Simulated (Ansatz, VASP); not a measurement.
Two plane-wave programs on ZnS

```xyz
2
Lattice="0.0000 2.6937 2.6937 2.6937 0.0000 2.6937 2.6937 2.6937 0.0000" Properties=species:S:1:pos:R:3 pbc="T T T"
Zn    0.0000    0.0000    0.0000
S     1.3468    1.3468    1.3468
```

Alike in both runs: task relaxation of cell and atoms; functional PBE; k mesh 8 × 8 × 8; occupations gaussian, width 0.02 eV; no spin polarisation.

|  | VASP | Ansatz |
| --- | --- | --- |
| version | VASP 6.6.1 | Ansatz 0.2.0 |
| potentials or method | VASP PAW PBE potentials, release 64 (Zn, S), cutoff 600 eV | scalar-relativistic, plane waves, PAW |
| valence electrons in the cell | 18 | 18 |

|  | VASP | Ansatz | Ansatz less VASP |
| --- | --- | --- | --- |
| gap on the k mesh at the Fermi level, each at its own relaxed structure (eV) | 2.01 | 2.02 | +0.007 |
| relaxed volume (Å³/atom) | 20.20 | 20.15 | -0.052 |
| relaxed cell length with the largest relative difference (Å) | 3.852 | 3.848 | -0.0033 |
